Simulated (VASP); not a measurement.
Crystal: Ru.

```
Ru
1.0
     2.70580    0.00000    0.00000
    -1.35290    2.34329    0.00000
     0.00000    0.00000    4.28190
Ru
2
Direct
  0.33333 0.66667 0.25000
  0.66667 0.33333 0.75000
```

Base run:

* Program: VASP 6.6.1
* Functional: r2SCAN
* Potentials or basis: VASP PAW PBE potentials, release 64 (Ru_pv)
* Cutoff: 520 eV
* k mesh: 10 × 10 × 6
* Occupations: methfessel-paxton, width 0.02 eV
* Spin: no spin polarisation

Its results: band gap on the k mesh zero (band 14 reaches 14.40 eV, above the bottom of band 15 at 11.04 eV); pressure -0.5 GPa.

**Question.** After a change of settings the same cell gave: band gap on the k mesh zero (band 14 reaches 14.31 eV, above the bottom of band 15 at 11.08 eV); pressure -11.4 GPa. Which change was it?
A. functional from r2SCAN to RPBE
B. functional from r2SCAN to PBEsol; further incar settings from ALGO = Normal; EDIFF = 1e-06; NBANDS = 21 to ALGO = Normal; EDIFF = 1e-07; NBANDS = 21
C. functional from r2SCAN to revPBE
D. functional from r2SCAN to LDA; potentials or basis from VASP PAW PBE potentials, release 64 (Ru_pv) to VASP PAW LDA potentials, release 64 (Ru_pv)

**Answer.** D.

Caveats: the PAW data sets were made with another functional, which shifts forces and pressure a little (some runs).
